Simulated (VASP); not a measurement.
# Ge (P6_3/mmc) in VASP: further runs

The runs below take Ge through single point, with BLYP.

All numbers are computed with VASP 6.6.1; they aren't measurements. Logs are shortened: lines on timing, memory, paths and dates and some standing lists are left out, and cuts for length are marked.

**1. The cell of the first run**

The structure is hexagonal, space group P6_3/mmc (No. 194). The conventional cell has a = 3.081 Å, b = 3.081 Å, c = 10.181 Å, α = 90.00°, β = 90.00°, γ = 120.00°. Within 4.1 Å of Ge (site symmetry -3m) lie 12 Ge at 3.08 to 3.11 Å. Within 4.1 Å of Ge (site symmetry -6m2) lie 12 Ge at 3.08 to 3.11 Å.

This isn't the form of Ge at room conditions, which is diamond.

**2. Single point, BLYP (20.92 Å³/atom)**

The input, INCAR:

```
PREC     = Accurate       # precision mode
ENCUT    = 520            # plane-wave cutoff, eV
EDIFF    = 1E-6           # SCF threshold, eV
ISMEAR   = -1             # smearing method
SIGMA    = 0.1            # smearing width, eV
LREAL    = F              # projectors in reciprocal space
LASPH    = T              # aspherical terms in the spheres
NELM     = 60             # most SCF steps
ALGO     = Normal         # electronic algorithm
ISIF     = 2              # what is computed and relaxed
LWAVE    = F              # write WAVECAR
LCHARG   = F              # write CHGCAR
GGA      = B5             # functional
ALDAX    = 1.0          
AGGAX    = 1.0          
AGGAC    = 1.0          
ALDAC    = 0.0          
NBANDS   = 36             # bands
```

The input, KPOINTS:

```
Automatic mesh
0
Gamma
  13 13 4
```

The input, POSCAR:

```
Ge
1.0
    3.0805322260      0.0000000000      0.0000000000
   -1.5402661130      2.6678191649      0.0000000000
    0.0000000000      0.0000000000     10.1808044885
Ge
4
Direct
    1.0000000000      1.0000000000      0.0000000000
    1.0000000000      1.0000000000      0.5000000000
    0.3333333333      0.6666666667      0.2500000000
    0.6666666667      0.3333333333      0.7500000000
```

Potentials or basis: VASP PAW PBE potentials, release 64 (Ge_d).

On the command line:

```console
$ cat potpaw_PBE.64/Ge_d/POTCAR > POTCAR
$ mpirun -np 1 vasp_std > vasp.out
```

OUTCAR:

```text
PREC = Accurate
   ENCUT = 520
   EDIFF = 1E-6
   ISMEAR = -1
   LREAL = F
   LASPH = T
   NELM = 60
   ISIF = 2
   GGA = B5

 ion  position               nearest neighbor table
   1  0.000  0.000  0.000-
   2  0.000  0.000  0.500-
   3  0.333  0.667  0.250-
   4  0.667  0.333  0.750-

  LATTYP: Found a hexagonal cell.
 ALAT       =     3.0805322260
 C/A-ratio  =     3.3048849165

  Lattice vectors:

 A1 = (   3.0805322260,   0.0000000000,   0.0000000000)
 A2 = (  -1.5402661130,   2.6678191649,   0.0000000000)
 A3 = (   0.0000000000,   0.0000000000,  10.1808044885)

Analysis of symmetry for initial positions (statically):
=====================================================================
 Subroutine PRICEL returns:
 Original cell was already a primitive cell.

 Routine SETGRP: Setting up the symmetry group for a
 hexagonal supercell.

 Subroutine GETGRP returns: Found 24 space group operations
 (whereof 12 operations were pure point group operations)
 out of a pool of 24 trial point group operations.

The static configuration has the point symmetry D_3d.
 The point group associated with its full space group is D_6h.

Analysis of symmetry for dynamics (positions and initial velocities):
=====================================================================
 Subroutine PRICEL returns:
 Original cell was already a primitive cell.

 Routine SETGRP: Setting up the symmetry group for a
 hexagonal supercell.

 Subroutine GETGRP returns: Found 24 space group operations
 (whereof 12 operations were pure point group operations)
 out of a pool of 24 trial point group operations.

The dynamic configuration has the point symmetry D_3d.
 The point group associated with its full space group is D_6h.

 Subroutine INISYM returns: Found 24 space group operations
 (whereof 12 operations are pure point group operations),
 and found     1 'primitive' translations

----------------------------------------------------------------------------------------

                                     Primitive cell

  volume of cell :      83.6689

  direct lattice vectors                    reciprocal lattice vectors
     3.080532226  0.000000000  0.000000000     0.324619230  0.187419000  0.000000000
    -1.540266113  2.667819165  0.000000000     0.000000000  0.374838000  0.000000000
     0.000000000  0.000000000 10.180804488     0.000000000  0.000000000  0.098224065

  length of vectors
     3.080532226  3.080532226 10.180804488     0.374838000  0.374838000  0.098224065

  position of ions in fractional coordinates (direct lattice)
     0.000000000  0.000000000  0.000000000
     0.000000000  0.000000000  0.500000000
     0.333333333  0.666666667  0.250000000
     0.666666667  0.333333333  0.750000000

  ion indices of the primitive-cell ions
   primitive index   ion index
                 1           1
                 2           2
                 3           3
                 4           4

----------------------------------------------------------------------------------------

 KPOINTS: Automatic mesh

Automatic generation of k-mesh.
 Grid dimensions read from file:
 generate k-points for:   13   13    4

 Generating k-lattice:

  Cartesian coordinates                     Fractional coordinates (reciprocal lattice)
     0.024970710  0.014416846  0.000000000     0.076923077  0.000000000  0.000000000
     0.000000000  0.028833692  0.000000000     0.000000000  0.076923077  0.000000000
     0.000000000  0.000000000  0.024556016     0.000000000  0.000000000  0.250000000

  Length of vectors
     0.028833692  0.028833692  0.024556016

  Shift w.r.t. Gamma in fractional coordinates (k-lattice)
     0.000000000  0.000000000  0.000000000

 Subroutine IBZKPT returns following result:
 ===========================================

 Found     63 irreducible k-points:

 Following reciprocal coordinates:
            Coordinates               Weight
  0.000000  0.000000  0.000000      1.000000
  0.076923 -0.000000  0.000000      6.000000
  0.153846 -0.000000  0.000000      6.000000
  0.230769 -0.000000  0.000000      6.000000
  0.307692 -0.000000  0.000000      6.000000
  0.384615 -0.000000  0.000000      6.000000
[... 16 lines left out ...]
  0.076923 -0.000000  0.250000     12.000000
  0.153846 -0.000000  0.250000     12.000000
 [... further k-points ...]
   k-points           NKPTS =     63   k-points in BZ     NKDIM =     63   number of bands    NBANDS=     36
   number of dos      NEDOS =    301   number of ions     NIONS =      4
   total plane-waves  NPLWV =  46080
   dimension x,y,z NGX =    24 NGY =   24 NGZ =   80
   dimension x,y,z NGXF=    48 NGYF=   48 NGZF=  160
   ions per type =               4
   NGX,Y,Z   is equivalent  to a cutoff of  12.95, 12.95, 13.06 a.u.
   NGXF,Y,Z  is equivalent  to a cutoff of  25.90, 25.90, 26.13 a.u.
 SYSTEM =  unknown system
   PREC   = accura    normal or accurate (medium, high low for compatibility)
   ISTART =      0    job   : 0-new  1-cont  2-samecut
   ICHARG =      2    charge: 1-file 2-atom 10-const
   ISPIN  =      1    spin polarized calculation?
   LNONCOLLINEAR =      F non collinear calculations
   LSORBIT =      F    spin-orbit coupling
   LASPH  =      T    aspherical Exc in radial PAW
   ENCUT  =  520.0 eV  38.22 Ry    6.18 a.u.   5.73  5.73 18.93*2*pi/ulx,y,z
   NELM   =     60;   NELMIN=  2; NELMDL= -5     # of ELM steps
   EDIFF  = 0.1E-05   stopping-criterion for ELM
   LREAL  =      F    real-space projection
   EDIFFG = 0.1E-04   stopping-criterion for IOM
   NSW    =      0    number of steps for IOM
   IBRION =     -1    ionic relax: 0-MD 1-quasi-New 2-CG
   NFREE  =      0    steps in history (QN), initial steepest desc. (CG)
   ISIF   =      2    stress and relaxation
   ISYM   =      2    0-nonsym 1-usesym 2-fastsym
   POTIM  = 0.5000    time-step for ionic-motion
   TEBEG  =    0.0;   TEEND  =   0.0 temperature during run
   PSTRESS=    0.0 pullay stress
   NELECT =      56.0000    total number of electrons
   NUPDOWN=      -1.0000    fix difference up-down
   EMIN   =  10.00;   EMAX   =-10.00  energy-range for DOS
   EFERMI =   0.00;   METHOD = LEGACY
   ISMEAR =    -1;   SIGMA  =   0.10  broadening in eV -4-tet -1-fermi 0-gaus
   EFERMI_NEDOS =   21; number of points for ismear=-14 and -15
   IALGO  =     38    algorithm
   IMIX   =      4    mixing-type and parameters
     AMIX     =   0.40;   BMIX     =  1.00
     AMIX_MAG =   1.60;   BMIX_MAG =  1.00
  volume/ion in A,a.u.               =      20.92       141.16
  Fermi-wavevector in a.u.,A,eV,Ry     =   1.432021  2.706128 27.901257  2.050685
  Thomas-Fermi vector in A             =   2.551694
   LORBIT       =      0    0 simple, 1 ext, 2 COOP (PROOUT), +10 PAW based schemes
   GGA     = B5    functional components
   LHFCALC =     F    Hartree Fock is set to
   AEXX    =    0.0000 exact exchange contribution
   IVDW    =     0    specifies the selected vdW correction
   LEPSILON=     F    determine dielectric tensor
   LRPA    =     F    only Hartree local field effects (RPA)
 non-spin polarized calculation
  energy-cutoff  :      520.00
  volume of cell :       83.67
 maximum number of plane-waves:      2293
 NGX is ok and might be reduce to    24
   NGX = 11   NGY = 11   NGZ = 37

 number of electron      55.9999923 magnetization

 Free energy of the ion-electron system (eV)
  ---------------------------------------------------
  ext. energy  EPLUGINS =         0.00000000
  ---------------------------------------------------
  free energy    TOTEN  =       -13.34305459 eV

  energy without entropy =      -13.28483248  energy(sigma->0) =      -13.31394354

 E-fermi :   6.2644     XC(G=0): -10.1928

 val. band max:        6.2612624706   @ k =   0.2308   0.2308   0.2500
 cond. band min:       6.2692289994   @ k =   0.3846  -0.0000   0.0000
 fundamental gap:      0.0079665288
 Fermi energy:         6.2643607267

 k-point     1 :       0.0000    0.0000    0.0000
  band No.  band energies     occupation
      1     -18.5272      2.00000
      2     -18.5265      2.00000
      3     -18.5236      2.00000
      4     -18.5236      2.00000
      5     -18.5194      2.00000
      6     -18.5194      2.00000
[... 28 lines left out ...]
     35      13.9572      0.00000
     36      13.9572      0.00000

 k-point     2 :       0.0769   -0.0000    0.0000
  band No.  band energies     occupation
      1     -18.5273      2.00000
      2     -18.5257      2.00000
      3     -18.5231      2.00000
      4     -18.5205      2.00000
      5     -18.5199      2.00000
      6     -18.5167      2.00000
[... 28 lines left out ...]
     35      13.7014      0.00000
     36      13.9937      0.00000

 k-point     3 :       0.1538   -0.0000    0.0000
  band No.  band energies     occupation
      1     -18.5320      2.00000
      2     -18.5288      2.00000
      3     -18.5201      2.00000
      4     -18.5198      2.00000
      5     -18.5148      2.00000
      6     -18.5097      2.00000
[... 28 lines left out ...]
     35      13.3055      0.00000
     36      13.7905      0.00000

 k-point     4 :       0.2308   -0.0000    0.0000
  band No.  band energies     occupation
      1     -18.5398      2.00000
      2     -18.5335      2.00000
      3     -18.5256      2.00000
      4     -18.5174      2.00000
      5     -18.5127      2.00000
      6     -18.5103      2.00000
[... 28 lines left out ...]
     35      12.4589      0.00000
     36      13.3116      0.00000

 k-point     5 :       0.3077   -0.0000    0.0000
  band No.  band energies     occupation
      1     -18.5478      2.00000
      2     -18.5381      2.00000
      3     -18.5319      2.00000
      4     -18.5190      2.00000
      5     -18.5185      2.00000
      6     -18.5118      2.00000
[... 655 lines left out ...]
 k-point    22 :       0.0000    0.0000    0.2500
  band No.  band energies     occupation
      1     -18.5271      2.00000
      2     -18.5266      2.00000
      3     -18.5231      2.00000
      4     -18.5231      2.00000
      5     -18.5201      2.00000
      6     -18.5201      2.00000
[... 28 lines left out ...]
     35      13.8725      0.00000
     36      13.8725      0.00000

 k-point    23 :       0.0769   -0.0000    0.2500
  band No.  band energies     occupation
      1     -18.5271      2.00000
      2     -18.5261      2.00000
      3     -18.5228      2.00000
      4     -18.5210      2.00000
      5     -18.5194      2.00000
      6     -18.5165      2.00000
[... 28 lines left out ...]
     35      13.2978      0.00000
     36      13.8816      0.00000

 k-point    24 :       0.1538   -0.0000    0.2500
  band No.  band energies     occupation
      1     -18.5318      2.00000
      2     -18.5296      2.00000
      3     -18.5209      2.00000
      4     -18.5179      2.00000
      5     -18.5152      2.00000
      6     -18.5096      2.00000
[... 28 lines left out ...]
     35      12.8720      0.00000
     36      13.6171      0.00000

 [... further k-points ...]

------------------------ aborting loop because EDIFF is reached ----------------------------------------

  FORCE on cell =-STRESS in cart. coord.  units (eV):
  Direction    XX          YY          ZZ          XY          YZ          ZX
  --------------------------------------------------------------------------------------
  -------------------------------------------------------------------------------------
  Total        0.8457274      0.8457274      1.2600961      0.0000000      0.0000000      0.0000000
  in kB       16.1948421     16.1948421     24.1295944      0.0000000      0.0000000      0.0000000
  external PRESSURE =      18.8397595 kB  Pullay stress =       0.0000000 kB

 VOLUME and BASIS-vectors are now :
 -----------------------------------------------------------------------------
  energy-cutoff  :      520.00
  volume of cell :       83.67
      direct lattice vectors                 reciprocal lattice vectors
     3.080532226  0.000000000  0.000000000     0.324619230  0.187419000  0.000000000
    -1.540266113  2.667819165  0.000000000     0.000000000  0.374838000  0.000000000
     0.000000000  0.000000000 10.180804488     0.000000000  0.000000000  0.098224065

 POSITION                                       TOTAL-FORCE (eV/Angst)
 -----------------------------------------------------------------------------------
      0.00000      0.00000      0.00000         0.000000      0.000000      0.000000
      0.00000      0.00000      5.09040         0.000000      0.000000      0.000000
     -0.00000      1.77855      2.54520         0.000000     -0.000000      0.000000
      1.54027      0.88927      7.63560        -0.000000      0.000000      0.000000
 -----------------------------------------------------------------------------------
    total drift:                               -0.000000      0.000000     -0.000000

  FREE ENERGIE OF THE ION-ELECTRON SYSTEM (eV)
  ---------------------------------------------------
  free  energy   TOTEN  =       -13.3430545943 eV

  energy  without entropy=      -13.2848324812  energy(sigma->0) =      -13.31394354
```

Wall time 70 s (1 thread of Intel Xeon 6975P-C (Granite Rapids), shared host); peak memory 0.27 GiB.

Results:

```yaml
Free_energy: -13.3431 eV
Pressure: 1.9 GPa
Band_gap_on_the_k_mesh: zero (bands 28 and 29 overlap by 8.16 eV)
```

Levels at points of the mesh, in eV from the Fermi level:
| k point | band 25 | band 26 | band 27 | band 28 | band 29 | band 30 | band 31 | band 32 |
| --- | --- | --- | --- | --- | --- | --- | --- | --- |
| (0.00, 0.00, 0.00) | -4.92 | 0.79 | 0.79 | 6.01 | 6.01 | 6.69 | 6.69 | 6.81 |
| (0.00, 0.00, 0.50) | -2.86 | -2.86 | 4.89 | 4.89 | 6.21 | 6.21 | 6.21 | 6.21 |

Caveat: the PAW data sets were made with another functional, which shifts forces and pressure a little.

(Part 1 of 2 ends here.)
